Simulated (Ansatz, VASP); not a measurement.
One calculation of Fe, two programs

File INCAR:

```
SYSTEM = Fe
PREC = Accurate
ENCUT = 520
EDIFF = 1E-7
ISMEAR = 0
SIGMA = 0.1
LREAL = .FALSE.
LASPH = .TRUE.
NELM = 150
ALGO = Fast
ISIF = 2
LWAVE = .FALSE.
LCHARG = .TRUE.
ISPIN = 2
MAGMOM = 2.32
LORBIT = 11
LMAXMIX = 4
GGA = PS
LELF = .TRUE.
LVHAR = .TRUE.
NBANDS = 14
```

File KPOINTS:

```
regular mesh
0
G
  20 20 20
  0 0 0
```

The input POSCAR:

```
Fe
1.0
   -1.4066952618      1.4066952618      1.4066952618
    1.4066952618     -1.4066952618      1.4066952618
    1.4066952618      1.4066952618     -1.4066952618
Fe
1
Direct
    0.0000000000      0.0000000000      0.0000000000
```

Input for Ansatz:

```yaml
crystal:
  lattice:
    - [-1.4066952618, 1.4066952618, 1.4066952618]
    - [1.4066952618, -1.4066952618, 1.4066952618]
    - [1.4066952618, 1.4066952618, -1.4066952618]
  atoms:
    - { symbol: Fe, position: [0.0, 0.0, 0.0], spin: 2.32 }
basis:
  ecutwfc: 420
kpoints:
  mp_grid: { grid: [20, 20, 20] }
hamiltonian:
  xc: pbesol
scf:
  occupations: { method: gaussian, width: 0.1 }
output:
  forces: true
  stress: true
  eigenvalues: true
  populations: true
magnetization:
  spin_polarized: true
```

Alike in both runs: task single point; functional PBEsol; k mesh 20 × 20 × 20; occupations gaussian, width 0.1 eV; collinear spin.

|  | VASP | Ansatz |
| --- | --- | --- |
| version | VASP 6.6.1 | Ansatz 0.2.0 |
| potentials or method | VASP PAW PBE potentials, release 64 (Fe), cutoff 520 eV | scalar-relativistic, plane waves, PAW |
| valence electrons in the cell | 8 | 16 |

|  | VASP | Ansatz | Ansatz less VASP |
| --- | --- | --- | --- |
| gap on the k mesh at the Fermi level (eV) | none | none | - |
| pressure (GPa) | -5.9 | -6.1 | -0.18 |
| net moment per atom (μB) | 2.15 | 2.13 | -0.020 |
| size of the moment on the site where the two differ most (μB) | 2.14 | 2.16 | +0.026 |

VASP's potentials were made for PBE, not for PBEsol. Site moments also hang on the region over which each program counts them. A gap of «none» marks a metal or a gap that the smearing closes. With one functional, cell and mesh, what is left measures potentials, basis and numerics. VASP's potentials hold 8 valence electrons a cell and Ansatz's 16, so a difference there can come from the potentials and not from the codes.
